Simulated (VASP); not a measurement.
# AlN (P6_3mc) in VASP: further runs, part 2 of 2

VASP 6.6.1.

## Step 3: Relaxation of cell and atoms, LDA, target pressure 1 GPa, at which the enthalpy is minimised

This run uses another cell than the first one, of 10.21 Å³/atom, 1.032 times its volume.

File INCAR:

```
  PREC = Accurate
  ENCUT = 600
  EDIFF = 1E-7
  ISMEAR = 0
  SIGMA = 0.01
  LREAL = False
  LASPH = True
  NELM = 100
  ALGO = Normal
  ISIF = 3
  LWAVE = False
  LCHARG = False
  GGA = CA
  IBRION = 2
  NSW = 100
  EDIFFG = -0.002
  PSTRESS = 10.0
```

File KPOINTS:

```
Automatic mesh
0
Gamma
  8 8 4
```

File POSCAR:

```
AlN
1.0
    3.0887635703      0.0000000000      0.0000000000
   -1.5443817851      2.6749477181      0.0000000000
    0.0000000000      0.0000000000      4.9432640587
Al N
2 2
Direct
    0.3333333333      0.6666666667     -0.0009922734
    0.6666666667      0.3333333333      0.4990077266
    0.3333333333      0.6666666667      0.3809922734
    0.6666666667      0.3333333333      0.8809922734
```

Potentials or basis: VASP PAW LDA potentials, release 64 (Al, N).

On the command line:

```
> cat potpaw_LDA.64/Al/POTCAR potpaw_LDA.64/N/POTCAR > POTCAR
> mpirun -np 1 vasp_std > vasp.out
```

Run time: 50 s. Hardware: 1 thread of Intel Xeon Platinum 8259CL at 2.50GHz (Skylake/Cascade Lake), shared host; peak memory 0.16 GiB.

It converged, with:

* Free energy: -32.8418 eV
* Relaxed volume: 10.19 Å³/atom
* Relaxed cell: a = 3.087 Å, b = 3.087 Å, c = 4.940 Å, α = 90.00°, β = 90.00°, γ = 120.00°
* Space group after relaxing (to 0.05 Å): P6_3mc (No. 186)
* Energy change on relaxing (the enthalpy is what falls): +0.1 meV/atom
* Ionic steps: 3
* Pressure after relaxing: 1.0 GPa
* Band gap on the k mesh: 4.44 eV, direct

The path:
| step | energy change (eV) | largest force (eV/Å) | pressure (GPa) | volume (Å³) |
| --- | --- | --- | --- | --- |
| 1 | 0.0000 | 0.0006 | 0.55 | 40.84 |
| 2 | 0.0011 | 0.0026 | 1.44 | 40.67 |
| 3 | 0.0004 | 0.0016 | 1.00 | 40.76 |

Final structure:
```
Al N
1.0
     3.08661    0.00000    0.00000
    -1.54331    2.67309    0.00000
     0.00000    0.00000    4.93964
Al N
2 2
Cartesian
  0.0000 1.7821 4.9347
  1.5433 0.8910 2.4649
  0.0000 1.7821 1.8820
  1.5433 0.8910 4.3518
```

Levels at points of the mesh, in eV from the valence-band top:
| k point | band 4 | band 5 | band 6 | band 7 | band 8 | band 9 | band 10 | band 11 | band 12 |
| --- | --- | --- | --- | --- | --- | --- | --- | --- | --- |
| (0.00, 0.00, 0.00) | -0.89 | -0.89 | -0.23 | -0.23 | 0.00 | 4.44 | 6.75 | 10.67 | 11.11 |
| (0.50, 0.00, 0.00) | -4.26 | -3.44 | -2.15 | -1.85 | -0.71 | 5.73 | 5.73 | 8.29 | 10.31 |
| (0.00, 0.00, 0.50) | -3.38 | -0.57 | -0.57 | -0.57 | -0.57 | 6.63 | 6.63 | 10.34 | 10.34 |
| (0.50, 0.00, 0.50) | -5.76 | -1.51 | -1.51 | -1.40 | -1.40 | 5.27 | 5.27 | 9.22 | 9.22 |

Caveat: the cell is relaxed towards a set pressure, so the enthalpy falls and the energy may rise.

## Step 4: Relaxation of cell and atoms, LDA, target pressure 2 GPa, at which the enthalpy is minimised

This run uses another cell than the first one, of 10.21 Å³/atom, 1.032 times its volume.

File INCAR:

```
SYSTEM = AlN
PREC = Accurate ; ENCUT = 600
EDIFF = 1E-6 ; ISMEAR = 0
SIGMA = 0.01 ; LREAL = .FALSE.
LASPH = .TRUE. ; NELM = 80
ALGO = Normal ; ISIF = 3
LWAVE = .FALSE. ; LCHARG = .FALSE.
IBRION = 2 ; NSW = 100
EDIFFG = -0.002 ; PSTRESS = 20.0
```

File KPOINTS:

```
Automatic mesh
0
G
  8 8 4
  0 0 0
```

POSCAR is that of step 3.

On the command line:

```
> cat potpaw_LDA.64/Al/POTCAR potpaw_LDA.64/N/POTCAR > POTCAR
> mpirun -np 1 vasp_std > vasp.out
```

Wall time 46 s (1 thread of Intel Xeon Platinum 8259CL at 2.50GHz (Skylake/Cascade Lake), shared host); peak memory 0.16 GiB.

The run converged. Its results:

```
Free energy                                            : -32.8401 eV
Relaxed volume                                         : 10.14 Å³/atom
Relaxed cell                                           : a = 3.082 Å, b = 3.082 Å, c = 4.930 Å, α = 90.00°, β = 90.00°, γ = 120.00°
Space group after relaxing (to 0.05 Å)                 : P6_3mc (No. 186)
Energy change on relaxing (the enthalpy is what falls) : +0.5 meV/atom
Ionic steps                                            : 8
Pressure after relaxing                                : 2.0 GPa
Band gap on the k mesh                                 : 4.48 eV, direct
```

The path:
| step | energy change (eV) | largest force (eV/Å) | pressure (GPa) | volume (Å³) |
| --- | --- | --- | --- | --- |
| 1 | 0.0000 | 0.0006 | 0.51 | 40.84 |
| 2 | 0.0071 | 0.0067 | 3.57 | 40.28 |
| 3 | 0.0021 | 0.0036 | 1.99 | 40.57 |
| 4 | 0.0022 | 0.0036 | 2.01 | 40.57 |
| 5 | 0.0022 | 0.0036 | 2.02 | 40.56 |
| 6 | 0.0022 | 0.0035 | 2.02 | 40.56 |
| 7 | 0.0021 | 0.0026 | 1.99 | 40.57 |
| 8 | 0.0022 | 0.0004 | 1.99 | 40.57 |

Final structure:
```cif
data_structure
_symmetry_space_group_name_H-M 'P 1'
_symmetry_Int_Tables_number 1
_cell_length_a 3.0825
_cell_length_b 3.0825
_cell_length_c 4.9301
_cell_angle_alpha 90.000
_cell_angle_beta 90.000
_cell_angle_gamma 120.000
_cell_volume 40.57
loop_
_atom_site_label
_atom_site_type_symbol
_atom_site_fract_x
_atom_site_fract_y
_atom_site_fract_z
_atom_site_occupancy
Al1 Al 0.33333 0.66667 0.99892 1
Al2 Al 0.66667 0.33333 0.49892 1
N1 N 0.33333 0.66667 0.38108 1
N2 N 0.66667 0.33333 0.88108 1
```

Levels at points of the mesh, in eV from the valence-band top:
```
           k point  band 5  band 6  band 7  band 8  band 9  band 10  band 11  band 12
(0.00, 0.00, 0.00)   -0.90   -0.24   -0.24    0.00    4.48     6.78    10.71    11.13
(0.50, 0.00, 0.00)   -3.46   -2.17   -1.85   -0.72    5.74     5.74     8.32    10.34
(0.00, 0.00, 0.50)   -0.58   -0.58   -0.58   -0.58    6.66     6.66    10.37    10.37
(0.50, 0.00, 0.50)   -1.52   -1.52   -1.41   -1.41    5.28     5.28     9.24     9.24
```

Caveat: the cell is relaxed towards a set pressure, so the enthalpy falls and the energy may rise.

## Step 5: Relaxation of cell and atoms, LDA, target pressure 4 GPa, at which the enthalpy is minimised

This run uses another cell than the first one, of 10.21 Å³/atom, 1.032 times its volume.

File INCAR:

```
ALGO = Normal
EDIFF = 1E-7
EDIFFG = -0.002
ENCUT = 600
IBRION = 2
ISIF = 3
ISMEAR = 0
LASPH = True
LCHARG = False
LREAL = False
LWAVE = False
NELM = 100
NSW = 100
PREC = Accurate
PSTRESS = 40.0
SIGMA = 0.01
```

File KPOINTS:

```
k-points
0
Gamma
  8 8 4
```

POSCAR is that of step 4.

On the command line:

```
> cat potpaw_LDA.64/Al/POTCAR potpaw_LDA.64/N/POTCAR > POTCAR
> mpirun -np 1 vasp_std > vasp.out
```

Wall time 70 s (1 thread of Intel Xeon Platinum 8259CL at 2.50GHz (Skylake/Cascade Lake), shared host); peak memory 0.15 GiB.

It converged, with:

- Free energy: -32.8333 eV
- Relaxed volume: 10.05 Å³/atom
- Relaxed cell: a = 3.074 Å, b = 3.074 Å, c = 4.913 Å, α = 90.00°, β = 90.00°, γ = 120.00°
- Space group after relaxing (to 0.05 Å): P6_3mc (No. 186)
- Energy change on relaxing (the enthalpy is what falls): +2.2 meV/atom
- Ionic steps: 8
- Pressure after relaxing: 4.0 GPa
- Band gap on the k mesh: 4.56 eV, direct

Step by step:
```
step  energy change (eV)  largest force (eV/Å)  pressure (GPa)  volume (Å³)
   1              0.0000                0.0006            0.55        40.84
   2              0.0329                0.0149            7.82        39.56
   3              0.0089                0.0073            3.99        40.21
   4              0.0092                0.0074            4.06        40.20
   5              0.0092                0.0083            4.06        40.19
   6              0.0092                0.0089            4.06        40.19
   7              0.0087                0.0075            3.93        40.22
   8              0.0089                0.0005            3.99        40.20
```

Final structure:
```
Al N
1.0
     3.07389    0.00000    0.00000
    -1.53694    2.66206    0.00000
     0.00000    0.00000    4.91327
Al N
2 2
Cartesian
  0.0000 1.7747 4.9075
  1.5369 0.8874 2.4509
  0.0000 1.7747 1.8728
  1.5369 0.8874 4.3294
```

Levels at points of the mesh, in eV from the valence-band top:
```csv
k point,band 6,band 7,band 8,band 9,band 10,band 11
"(0.00, 0.00, 0.00)",-0.25,-0.25,0.00,4.56,6.85,10.78
"(0.50, 0.00, 0.00)",-2.19,-1.87,-0.73,5.76,5.76,8.40
"(0.00, 0.00, 0.50)",-0.59,-0.59,-0.59,6.73,6.73,10.45
"(0.50, 0.00, 0.50)",-1.54,-1.42,-1.42,5.31,5.31,9.29
```

Caveat: the cell is relaxed towards a set pressure, so the enthalpy falls and the energy may rise.

## Step 6: The runs side by side

| task | cell | cutoff (eV) | gap on the mesh (eV) | pressure (GPa) |
| --- | --- | --- | --- | --- |
| single point | a = 3.059, b = 3.059, c = 4.884 Å, angles 90.0, 90.0, 120.0°, 4 atoms | 520 | 4.69 | 7.7 |
| relaxation of cell and atoms | relaxed to 1 GPa from a = 3.089, b = 3.089, c = 4.943 Å, angles 90.0, 90.0, 120.0°, 4 atoms | 600 | 4.44 | 1.0 |
| relaxation of cell and atoms | relaxed to 2 GPa from a = 3.089, b = 3.089, c = 4.943 Å, angles 90.0, 90.0, 120.0°, 4 atoms | 600 | 4.48 | 2.0 |
| relaxation of cell and atoms | relaxed to 4 GPa from a = 3.089, b = 3.089, c = 4.943 Å, angles 90.0, 90.0, 120.0°, 4 atoms | 600 | 4.56 | 4.0 |

Alike in all rows: level LDA; potentials or basis VASP PAW LDA potentials, release 64 (Al, N); no spin polarisation; k mesh 8 × 8 × 4; smearing gaussian 0.01 eV.

Caveats: the cell is relaxed towards a set pressure, so the enthalpy falls and the energy may rise (some runs).

Absolute energies hang on the potentials; compare differences alone.
